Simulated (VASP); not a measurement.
# Al2Au (Fm-3m) in VASP: settings compared

Aim: see how the results for Al2Au move with the level of theory and the settings. Levels: revPBE, PBEsol. Tasks: relaxation of cell and atoms.

Everything below comes from runs of VASP 6.6.1. Logs are shortened: lines on timing, memory, paths and dates and some standing lists are left out, and cuts for length are marked.

## 1. The cell of the first run

The structure is cubic, space group Fm-3m (No. 225). Conventional cell: a = 6.000 Å, b = 6.000 Å, c = 6.000 Å, α = 90.00°, β = 90.00°, γ = 90.00°. Au (site symmetry m-3m) has 8 Al at 2.60 Å within 3.4 Å. Within 3.4 Å of Al (site symmetry -43m) lie 4 Au at 2.60 Å and 6 Al at 3.00 Å.

## 2. Relaxation of cell and atoms, revPBE

INCAR reads:

```
SYSTEM = Al2Au
PREC = Accurate
ENCUT = 600
EDIFF = 1E-6
ISMEAR = -1
SIGMA = 0.05
LREAL = .False.
LASPH = .True.
NELM = 60
ALGO = Normal
ISIF = 3
LWAVE = .False.
LCHARG = .False.
GGA = RE
IBRION = 2
NSW = 60
EDIFFG = -0.01
```

KPOINTS reads:

```
regular mesh
0
Gamma
  8 8 8
  0 0 0
```

POSCAR reads:

```
Al2Au
1.0
    0.0000000000      3.0000000000      3.0000000000
    3.0000000000      0.0000000000      3.0000000000
    3.0000000000      3.0000000000      0.0000000000
Au Al
1 2
Direct
    0.0000000000      0.0000000000      0.0000000000
    0.7500000000      0.7500000000      0.7500000000
    0.2500000000      0.2500000000      0.2500000000
```

Potentials or basis: VASP PAW PBE potentials, release 64 (Au, Al).

Command:

```console
$ cat potpaw_PBE.64/Au/POTCAR potpaw_PBE.64/Al/POTCAR > POTCAR
$ mpirun -np 1 vasp_std > vasp.out
```

OUTCAR:

```text
SYSTEM = Al2Au
   PREC = Accurate
   ENCUT = 600
   EDIFF = 1E-6
   ISMEAR = -1
   LREAL = .False.
   LASPH = .True.
   NELM = 60
   ISIF = 3
   GGA = RE
   IBRION = 2
   NSW = 60
   EDIFFG = -0.01

 ion  position               nearest neighbor table
   1  0.000  0.000  0.000-   2 2.60   2 2.60   2 2.60   2 2.60   3 2.60   3 2.60   3 2.60   3 2.60

   2  0.750  0.750  0.750-   1 2.60   1 2.60   1 2.60   1 2.60   3 3.00   3 3.00   3 3.00   3 3.00
                             3 3.00   3 3.00
   3  0.250  0.250  0.250-   1 2.60   1 2.60   1 2.60   1 2.60   2 3.00   2 3.00   2 3.00   2 3.00
                             2 3.00   2 3.00

  LATTYP: Found a face centered cubic cell.
 ALAT       =     6.0000000000

  Lattice vectors:

 A1 = (   0.0000000000,   3.0000000000,   3.0000000000)
 A2 = (   3.0000000000,   0.0000000000,   3.0000000000)
 A3 = (   3.0000000000,   3.0000000000,   0.0000000000)

Analysis of symmetry for initial positions (statically):
=====================================================================
 Subroutine PRICEL returns:
 Original cell was already a primitive cell.

 Routine SETGRP: Setting up the symmetry group for a
 face centered cubic supercell.

 Subroutine GETGRP returns: Found 48 space group operations
 (whereof 48 operations were pure point group operations)
 out of a pool of 48 trial point group operations.

The static configuration has the point symmetry O_h .

Analysis of symmetry for dynamics (positions and initial velocities):
=====================================================================
 Subroutine PRICEL returns:
 Original cell was already a primitive cell.

 Routine SETGRP: Setting up the symmetry group for a
 face centered cubic supercell.

 Subroutine GETGRP returns: Found 48 space group operations
 (whereof 48 operations were pure point group operations)
 out of a pool of 48 trial point group operations.

The dynamic configuration has the point symmetry O_h .

 Subroutine INISYM returns: Found 48 space group operations
 (whereof 48 operations are pure point group operations),
 and found     1 'primitive' translations

----------------------------------------------------------------------------------------

                                     Primitive cell

  volume of cell :      54.0000

  direct lattice vectors                    reciprocal lattice vectors
     0.000000000  3.000000000  3.000000000    -0.166666667  0.166666667  0.166666667
     3.000000000  0.000000000  3.000000000     0.166666667 -0.166666667  0.166666667
     3.000000000  3.000000000  0.000000000     0.166666667  0.166666667 -0.166666667

  length of vectors
     4.242640687  4.242640687  4.242640687     0.288675135  0.288675135  0.288675135

  position of ions in fractional coordinates (direct lattice)
     0.000000000  0.000000000  0.000000000
     0.750000000  0.750000000  0.750000000
     0.250000000  0.250000000  0.250000000

  ion indices of the primitive-cell ions
   primitive index   ion index
                 1           1
                 2           2
                 3           3

----------------------------------------------------------------------------------------

 KPOINTS: regular mesh

Automatic generation of k-mesh.
 Grid dimensions read from file:
 generate k-points for:    8    8    8

 Generating k-lattice:

  Cartesian coordinates                     Fractional coordinates (reciprocal lattice)
    -0.020833333  0.020833333  0.020833333     0.125000000  0.000000000  0.000000000
     0.020833333 -0.020833333  0.020833333     0.000000000  0.125000000  0.000000000
     0.020833333  0.020833333 -0.020833333     0.000000000  0.000000000  0.125000000

  Length of vectors
     0.036084392  0.036084392  0.036084392

  Shift w.r.t. Gamma in fractional coordinates (k-lattice)
     0.000000000  0.000000000  0.000000000

 Subroutine IBZKPT returns following result:
 ===========================================

 Found     29 irreducible k-points:

 Following reciprocal coordinates:
            Coordinates               Weight
  0.000000  0.000000  0.000000      1.000000
  0.125000  0.000000  0.000000      8.000000
  0.250000  0.000000  0.000000      8.000000
  0.375000  0.000000  0.000000      8.000000
  0.500000  0.000000  0.000000      4.000000
  0.125000  0.125000  0.000000      6.000000
[... 16 lines left out ...]
  0.500000  0.250000  0.125000     48.000000
 -0.375000  0.250000  0.125000     24.000000
 [... further k-points ...]
   k-points           NKPTS =     29   k-points in BZ     NKDIM =     29   number of bands    NBANDS=     12
   number of dos      NEDOS =    301   number of ions     NIONS =      3
   total plane-waves  NPLWV =  46656
   dimension x,y,z NGX =    36 NGY =   36 NGZ =   36
   dimension x,y,z NGXF=    72 NGYF=   72 NGZF=   72
   ions per type =               1   2
   NGX,Y,Z   is equivalent  to a cutoff of  14.11, 14.11, 14.11 a.u.
   NGXF,Y,Z  is equivalent  to a cutoff of  28.21, 28.21, 28.21 a.u.
 SYSTEM =  Al2Au
   PREC   = accura    normal or accurate (medium, high low for compatibility)
   ISTART =      0    job   : 0-new  1-cont  2-samecut
   ICHARG =      2    charge: 1-file 2-atom 10-const
   ISPIN  =      1    spin polarized calculation?
   LNONCOLLINEAR =      F non collinear calculations
   LSORBIT =      F    spin-orbit coupling
   LASPH  =      T    aspherical Exc in radial PAW
   ENCUT  =  600.0 eV  44.10 Ry    6.64 a.u.   8.47  8.47  8.47*2*pi/ulx,y,z
   NELM   =     60;   NELMIN=  2; NELMDL= -5     # of ELM steps
   EDIFF  = 0.1E-05   stopping-criterion for ELM
   LREAL  =      F    real-space projection
   EDIFFG = -.1E-01   stopping-criterion for IOM
   NSW    =     60    number of steps for IOM
   IBRION =      2    ionic relax: 0-MD 1-quasi-New 2-CG
   NFREE  =      1    steps in history (QN), initial steepest desc. (CG)
   ISIF   =      3    stress and relaxation
   ISYM   =      2    0-nonsym 1-usesym 2-fastsym
   POTIM  = 0.5000    time-step for ionic-motion
   TEBEG  =    0.0;   TEEND  =   0.0 temperature during run
   PSTRESS=    0.0 pullay stress
   NELECT =      17.0000    total number of electrons
   NUPDOWN=      -1.0000    fix difference up-down
   EMIN   =  10.00;   EMAX   =-10.00  energy-range for DOS
   EFERMI =   0.00;   METHOD = LEGACY
   ISMEAR =    -1;   SIGMA  =   0.05  broadening in eV -4-tet -1-fermi 0-gaus
   EFERMI_NEDOS =   21; number of points for ismear=-14 and -15
   IALGO  =     38    algorithm
   IMIX   =      4    mixing-type and parameters
     AMIX     =   0.40;   BMIX     =  1.00
     AMIX_MAG =   1.60;   BMIX_MAG =  1.00
  volume/ion in A,a.u.               =      18.00       121.47
  Fermi-wavevector in a.u.,A,eV,Ry     =   1.113679  2.104547 16.875035  1.240280
  Thomas-Fermi vector in A             =   2.250266
   LORBIT       =      0    0 simple, 1 ext, 2 COOP (PROOUT), +10 PAW based schemes
   GGA     = RE    functional components
   LHFCALC =     F    Hartree Fock is set to
   AEXX    =    0.0000 exact exchange contribution
   IVDW    =     0    specifies the selected vdW correction
   LEPSILON=     F    determine dielectric tensor
   LRPA    =     F    only Hartree local field effects (RPA)
 conjugate gradient relaxation of ions
 non-spin polarized calculation
  energy-cutoff  :      600.00
  volume of cell :       54.00
 maximum number of plane-waves:      1826
 NGX is ok and might be reduce to    36
   NGX = 17   NGY = 17   NGZ = 17

--------------------------------------- Ionic step        1  -------------------------------------------

 number of electron      17.0000001 magnetization

 Free energy of the ion-electron system (eV)
  ---------------------------------------------------
  ext. energy  EPLUGINS =         0.00000000
  ---------------------------------------------------
  free energy    TOTEN  =       -11.09577497 eV

  energy without entropy =      -11.08747370  energy(sigma->0) =      -11.09162433

------------------------ aborting loop because EDIFF is reached ----------------------------------------

  FORCE on cell =-STRESS in cart. coord.  units (eV):
  Direction    XX          YY          ZZ          XY          YZ          ZX
  --------------------------------------------------------------------------------------
  -------------------------------------------------------------------------------------
  Total        1.5364296      1.5364296      1.5364296     -0.0000000     -0.0000000      0.0000000
  in kB       45.5857903     45.5857903     45.5857903     -0.0000000     -0.0000000      0.0000000
  external PRESSURE =      45.5857903 kB  Pullay stress =       0.0000000 kB
[... 59 lines left out ...]
  energy  without entropy=      -11.0995676709  energy(sigma->0) =      -11.10444893

--------------------------------------- Ionic step        3  -------------------------------------------

 number of electron      16.9999999 magnetization

 Free energy of the ion-electron system (eV)
  ---------------------------------------------------
  ext. energy  EPLUGINS =         0.00000000
  ---------------------------------------------------
  free energy    TOTEN  =       -11.12673324 eV

  energy without entropy =      -11.11722010  energy(sigma->0) =      -11.12197667

 E-fermi :   7.3965     XC(G=0): -10.2949

 val. band max:        7.3629942367   @ k =   0.3750   0.1250   0.0000
 cond. band min:       7.4022144349   @ k =   0.3750   0.1250   0.0000
 fundamental gap:      0.0392201982
 Fermi energy:         7.3965465584

 k-point     1 :       0.0000    0.0000    0.0000
  band No.  band energies     occupation
      1      -2.8456      2.00000
      2       1.0143      2.00000
      3       1.0143      2.00000
      4       1.0143      2.00000
      5       1.9235      2.00000
      6       1.9235      2.00000
      7       9.4404      0.00000
      8      10.3378      0.00000
      9      10.3378      0.00000
     10      10.3378      0.00000
     11      11.1296      0.00000
     12      11.1296      0.00000
[... 331 lines left out ...]
 k-point    24 :      -0.3750    0.2500    0.1250
  band No.  band energies     occupation
      1      -0.3356      2.00000
      2       0.7383      2.00000
      3       1.3647      2.00000
      4       1.4657      2.00000
      5       1.8550      2.00000
      6       2.0967      2.00000
      7       2.6067      2.00000
      8       5.3667      2.00000
      9       6.6131      2.00000
     10      10.2728      0.00000
     11      11.1017      0.00000
     12      13.1596      0.00000

 [... further k-points ...]

------------------------ aborting loop because EDIFF is reached ----------------------------------------

  FORCE on cell =-STRESS in cart. coord.  units (eV):
  Direction    XX          YY          ZZ          XY          YZ          ZX
  --------------------------------------------------------------------------------------
  -------------------------------------------------------------------------------------
  Total        0.0055198      0.0055198      0.0055198      0.0000000      0.0000000      0.0000000
  in kB        0.1571502      0.1571502      0.1571502      0.0000000      0.0000000      0.0000000
  external PRESSURE =       0.1571502 kB  Pullay stress =       0.0000000 kB
[... 18 lines left out ...]
  FREE ENERGIE OF THE ION-ELECTRON SYSTEM (eV)
  ---------------------------------------------------
  free  energy   TOTEN  =       -11.1267332357 eV

  energy  without entropy=      -11.1172201035  energy(sigma->0) =      -11.12197667

 reached required accuracy - stopping structural energy minimisation
```

Run time: 95 s. Hardware: 1 thread of Intel Xeon 6975P-C, shared host; peak memory 0.22 GiB.

What came out:

```
Free energy                            : -11.1267 eV
Relaxed volume                         : 18.76 Å³/atom
Relaxed cell                           : a = 4.301 Å, b = 4.301 Å, c = 4.301 Å, α = 60.00°, β = 60.00°, γ = 60.00°
Space group after relaxing (to 0.05 Å) : Fm-3m (No. 225)
Energy gained by relaxing              : 10.3 meV/atom
Ionic steps                            : 3
Pressure after relaxing                : 0.0 GPa
```

Step by step:
```tsv
step	energy change (eV)	largest force (eV/Å)	pressure (GPa)	volume (Å³)
1	0.0000	0.0000	4.56	54.00
2	-0.0136	0.0000	-2.94	58.10
3	-0.0310	0.0000	0.02	56.28
```

Final structure:
```
CELL_PARAMETERS angstrom
0.00000 3.04156 3.04156
3.04156 0.00000 3.04156
3.04156 3.04156 0.00000
ATOMIC_POSITIONS crystal
Au 0.00000 0.00000 0.00000
Al 0.75000 0.75000 0.75000
Al 0.25000 0.25000 0.25000
```

Caveat: the PAW data sets were made with another functional, which shifts forces and pressure a little; spin-orbit coupling is left out, which moves the levels of the heavy elements. revPBE gives volumes clearly too large for solids.

## 3. Relaxation of cell and atoms, PBEsol

INCAR reads:

```
SYSTEM = Al2Au
ALGO     = Normal         ! electronic algorithm
EDIFF    = 1E-6           ! SCF threshold, eV
EDIFFG   = -0.01          ! ionic threshold
ENCUT    = 600            ! plane-wave cutoff, eV
GGA      = PS             ! functional
IBRION   = 2              ! ionic algorithm
ISIF     = 3              ! what is computed and relaxed
ISMEAR   = -1             ! smearing method
LASPH    = .True.         ! aspherical terms in the spheres
LCHARG   = .False.        ! write CHGCAR
LREAL    = .False.        ! projectors in reciprocal space
LWAVE    = .False.        ! write WAVECAR
NELM     = 60             ! most SCF steps
NSW      = 60             ! ionic steps
PREC     = Accurate       ! precision mode
SIGMA    = 0.05           ! smearing width, eV
```

KPOINTS reads:

```
k-points
0
Gamma
  8 8 8
  0 0 0
```

POSCAR is that of step 2.

Potentials or basis: VASP PAW PBE potentials, release 64 (Au, Al).

Command:

```console
$ cat potpaw_PBE.64/Au/POTCAR potpaw_PBE.64/Al/POTCAR > POTCAR
$ mpirun -np 1 vasp_std > vasp.out
```

OUTCAR:

```text
SYSTEM = Al2Au
   EDIFF = 1E-6
   EDIFFG = -0.01
   ENCUT = 600
   GGA = PS
   IBRION = 2
   ISIF = 3
   ISMEAR = -1
   LASPH = .True.
   LREAL = .False.
   NELM = 60
   NSW = 60
   PREC = Accurate

 ion  position               nearest neighbor table
   1  0.000  0.000  0.000-   2 2.60   2 2.60   2 2.60   2 2.60   3 2.60   3 2.60   3 2.60   3 2.60

   2  0.750  0.750  0.750-   1 2.60   1 2.60   1 2.60   1 2.60   3 3.00   3 3.00   3 3.00   3 3.00
                             3 3.00   3 3.00
[... 555 lines left out ...]

 [... further k-points ...]
[... 5 lines left out ...]
  --------------------------------------------------------------------------------------
  -------------------------------------------------------------------------------------
  Total       -0.0252396     -0.0252396     -0.0252396     -0.0000000     -0.0000000      0.0000000
  in kB       -0.7488579     -0.7488579     -0.7488579     -0.0000000     -0.0000000      0.0000000
  external PRESSURE =      -0.7488579 kB  Pullay stress =       0.0000000 kB

 VOLUME and BASIS-vectors are now :
 -----------------------------------------------------------------------------
  energy-cutoff  :      600.00
  volume of cell :       54.00
      direct lattice vectors                 reciprocal lattice vectors
     0.000000000  3.000000000  3.000000000    -0.166666667  0.166666667  0.166666667
     3.000000000  0.000000000  3.000000000     0.166666667 -0.166666667  0.166666667
     3.000000000  3.000000000  0.000000000     0.166666667  0.166666667 -0.166666667

 POSITION                                       TOTAL-FORCE (eV/Angst)
 -----------------------------------------------------------------------------------
      0.00000      0.00000      0.00000        -0.000000      0.000000     -0.000000
      4.50000      4.50000      4.50000         0.000000      0.000000      0.000000
      1.50000      1.50000      1.50000        -0.000000     -0.000000     -0.000000
 -----------------------------------------------------------------------------------
    total drift:                               -0.000000      0.000000      0.000000

  FREE ENERGIE OF THE ION-ELECTRON SYSTEM (eV)
  ---------------------------------------------------
  free  energy   TOTEN  =       -13.4872119567 eV

  energy  without entropy=      -13.4786630226  energy(sigma->0) =      -13.48293749

 reached required accuracy - stopping structural energy minimisation
```

OSZICAR:

```text
N       E                     dE             d eps       ncg     rms          rms(c)
DAV:   1     0.689890283885E+02    0.68989E+02   -0.77812E+03   712   0.133E+03
DAV:   2    -0.124971693981E+02   -0.81486E+02   -0.74835E+02   780   0.219E+02
DAV:   3    -0.148595910912E+02   -0.23624E+01   -0.23183E+01   856   0.363E+01
DAV:   4    -0.148812447552E+02   -0.21654E-01   -0.21621E-01   812   0.400E+00
DAV:   5    -0.148815408495E+02   -0.29609E-03   -0.29606E-03   892   0.507E-01    0.932E+00
DAV:   6    -0.136099646097E+02    0.12716E+01   -0.69428E+00   800   0.295E+01    0.394E+00
DAV:   7    -0.135241010767E+02    0.85864E-01   -0.32085E-01   752   0.673E+00    0.178E+00
DAV:   8    -0.134889357240E+02    0.35165E-01   -0.28270E-02   828   0.125E+00    0.421E-01
DAV:   9    -0.134871577495E+02    0.17780E-02   -0.38101E-03   792   0.723E-01    0.201E-01
DAV:  10    -0.134872197813E+02   -0.62032E-04   -0.17690E-04   808   0.122E-01    0.389E-02
DAV:  11    -0.134872119780E+02    0.78034E-05   -0.10368E-05   816   0.293E-02    0.130E-02
DAV:  12    -0.134872119567E+02    0.21228E-07   -0.90000E-07   560   0.816E-03
   1 F= -.13487212E+02 E0= -.13482937E+02  d E =-.134872E+02
```

CONTCAR:

```text
Al2Au
   1.00000000000000
     0.0000000000000000    3.0000000000000000    3.0000000000000000
     3.0000000000000000    0.0000000000000000    3.0000000000000000
     3.0000000000000000    3.0000000000000000    0.0000000000000000
  Au              Al
     1     2
Direct
     0.0000000000000000    0.0000000000000000    0.0000000000000000
     0.7500000000000000    0.7500000000000000    0.7500000000000000
     0.2500000000000000    0.2500000000000000    0.2500000000000000

  0.00000000E+00  0.00000000E+00  0.00000000E+00
  0.00000000E+00  0.00000000E+00  0.00000000E+00
  0.00000000E+00  0.00000000E+00  0.00000000E+00
```

It took 38 s on 1 thread of Intel Xeon 6975P-C, shared host; peak memory 0.21 GiB.

Results:

```
Free energy             : -13.4872 eV
Pressure after relaxing : -0.1 GPa
```

Final structure:
```
CELL_PARAMETERS angstrom
0.00000 3.00000 3.00000
3.00000 0.00000 3.00000
3.00000 3.00000 0.00000
ATOMIC_POSITIONS crystal
Au 0.00000 0.00000 0.00000
Al 0.75000 0.75000 0.75000
Al 0.25000 0.25000 0.25000
```

Caveat: the relaxation stopped at its first step, so nothing moved; the PAW data sets were made with another functional, which shifts forces and pressure a little; spin-orbit coupling is left out, which moves the levels of the heavy elements.
